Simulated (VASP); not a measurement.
Runs of VASP 6.6.1 on Ca3Ru. The structure is that of space group Pm-3m (No. 221), or close to it. The cells are those of the table. 

```csv
task,cell,k mesh,cutoff (eV),gap on the mesh (eV),pressure (GPa),relaxed volume (Å³/atom)
single point,"a = 4.741 Å, 4 atoms",10 × 10 × 10,520,none,0.1,-
single point,"a = 4.569 Å, 4 atoms",4 × 4 × 4,520,none,(a),-
relaxation of cell and atoms,"relaxed from a = 4.738 Å, 4 atoms",10 × 10 × 10,600,none,0.0,26.68
single point,"a = 4.738 Å, 4 atoms",4 × 4 × 4,520,none,0.0,-
relaxation of cell and atoms,"relaxed from a = 4.569 Å, 4 atoms",4 × 4 × 4,600,none,0.0,26.61
```

Alike in all rows: level PBE; potentials or basis VASP PAW PBE potentials, release 64 (Ca_sv, Ru_pv); no spin polarisation; smearing gaussian 0.1 eV.

Estimate the missing entries.

(a) 4.6.

A k mesh can miss the band edges, and the runs leave out spin-orbit coupling on Ru.

A gap of «none» marks levels without a gap at the run's occupations.
